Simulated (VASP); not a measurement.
Write the native input for VASP 6.6.1 that does the following.

* Task: single point
* Functional: PBE
* Dispersion: D3(BJ)
* Potentials or basis: VASP PAW PBE potentials, release 64 (Zr_sv, Ag, Pd, Cl)
* Cutoff: 400 eV
* k mesh: 6 × 6 × 1
* Occupations: gaussian, width 0.1 eV
* Spin: no spin polarisation
* Dipole correction: yes
* Further INCAR settings: ALGO = Normal; EDIFF = 1e-06; NBANDS = 32; NELMDL = -8

The structure of ZrAgPdCl2 lies in POSCAR:

```
ZrAgPdCl2
1.0
    3.1466424664     -0.0000000108      0.0000000000
   -1.5733212239      2.7250723179      0.0000000000
    0.0000000000      0.0000000000     39.7261300000
Zr Ag Pd Cl
1 1 1 2
Direct
    0.6666666667      0.3333333333      0.3356556800
    0.0000000000      0.0000000000      0.1764597298
    0.6666666667      0.3333333333      0.2282964447
    0.0000000000      0.0000000000      0.2887365130
    0.3333333333      0.6666666667      0.3822617266
```

These files were run (other wordings do the same):

INCAR

```
PREC = Accurate
ENCUT = 400
EDIFF = 1E-6
ISMEAR = 0
SIGMA = 0.1
LREAL = False
LASPH = True
NELM = 120
ALGO = Normal
ISIF = 2
LWAVE = False
LCHARG = True
LDIPOL = True
IDIPOL = 3
DIPOL = 0.5 0.5 0.282
GGA = PE
IVDW = 12
LELF = True
LVHAR = True
LVACPOTAV = True
NBANDS = 32
GGA_COMPAT = False
NELMDL = -8
```

KPOINTS

```
Automatic mesh
0
Gamma
  6 6 1
```

Potentials or basis: VASP PAW PBE potentials, release 64 (Zr_sv, Ag, Pd, Cl).

Command:

```bash
$ cat potpaw_PBE.64/Zr_sv/POTCAR potpaw_PBE.64/Ag/POTCAR potpaw_PBE.64/Pd/POTCAR potpaw_PBE.64/Cl/POTCAR > POTCAR
$ mpirun -np 1 vasp_std > vasp.out
```

Results of the run:

The largest force is 0.014 eV/Å. The band gap on the k mesh is zero (an odd number of electrons rules out a gap without spin polarisation) and the dispersion energy per atom is -0.351 eV. The work function of the upper face is 4.65 eV. The work function of the lower face is 4.23 eV.

Caveat: the k points lie up to 0.38 Å⁻¹ apart, too coarse for converged energies and pressures of a metal; an odd number of electrons without spin polarisation forces a metal; a magnetic or distorted state may lie lower.

Wall time 2.2 min on 1 thread of Intel(R) Xeon(R) Platinum 8488C (Sapphire Rapids), on a shared host, peak memory 0.43 GiB.
